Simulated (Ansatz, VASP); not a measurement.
## Two plane-wave programs on BN

```xyz
8
Lattice="-2.5064 0.0000 0.0000 -1.2532 -2.1706 0.0000 -1.8798 -1.0853 13.2337" Properties=species:S:1:pos:R:3 pbc="T T T"
B    -1.2532   -0.7235   11.5795
B    -1.2532   -0.7235    4.9626
B    -2.5064   -1.4471    1.6542
B    -2.5064   -1.4471    8.2711
N    -1.2532   -0.7235    1.6542
N    -1.2532   -0.7235    8.2711
N    -2.5064   -1.4471   11.5795
N    -2.5064   -1.4471    4.9626
```

Alike in both runs: task single point; functional PBE; dispersion D3(BJ); k mesh 10 × 10 × 2; occupations gaussian, width 0.05 eV; no spin polarisation.

|  | VASP | Ansatz |
| --- | --- | --- |
| version | VASP 6.6.1 | Ansatz 0.2.0 |
| potentials or method | VASP PAW PBE potentials, release 64 (B, N), cutoff 520 eV | scalar-relativistic, plane waves, PAW |
| valence electrons in the cell | 32 | 32 |

```tsv
	VASP	Ansatz	Ansatz less VASP
gap on the k mesh at the Fermi level (eV)	3.97	3.98	+0.008
least direct gap on the mesh (eV)	4.21	4.22	+0.004
pressure (GPa)	0.1	0.0	-0.08
traceless stress, the component that is largest in VASP (GPa)	-0.19	-0.19	0.000
rms of the force components (eV/Å)	0.018	0.017	-0.0001
```

Atom by atom the forces differ by 0.000 eV/Å (rms over components).
